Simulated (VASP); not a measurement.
A run of VASP 6.6.1:

The input INCAR:

```
SYSTEM = BiTe
PREC = Accurate
ENCUT = 520
EDIFF = 1E-6
ISMEAR = 0
SIGMA = 0.05
LREAL = .False.
LASPH = .True.
NELM = 100
ALGO = Normal
ISIF = 2
LWAVE = .False.
LCHARG = .False.
GGA = PE
IVDW = 12
NBANDS = 18
```

File KPOINTS:

```
Automatic mesh
0
Gamma
  6 6 6
  0 0 0
```

Contents of POSCAR:

```
BiTe
1.0
    0.0000000000      3.1639435119      3.1639435119
    3.1639435119      0.0000000000      3.1639435119
    3.1639435119      3.1639435119      0.0000000000
Bi Te
1 1
Direct
    0.5000000000      0.5000000000      0.5000000000
    0.0000000000      0.0000000000      0.0000000000
```

Potentials or basis: VASP PAW PBE potentials, release 64 (Bi_d, Te).

Command:

```sh
$ cat potpaw_PBE.64/Bi_d/POTCAR potpaw_PBE.64/Te/POTCAR > POTCAR
$ mpirun -np 1 vasp_std > vasp.out
```

Hardware: 1 thread of Intel(R) Xeon(R) Platinum 8488C (Sapphire Rapids) (shared host).

How long does it take, and how much memory?

Wall time 17 s on 1 thread of Intel(R) Xeon(R) Platinum 8488C (Sapphire Rapids) (shared host), peak memory 0.21 GiB. Counts: scf iterations 12, k points 16.
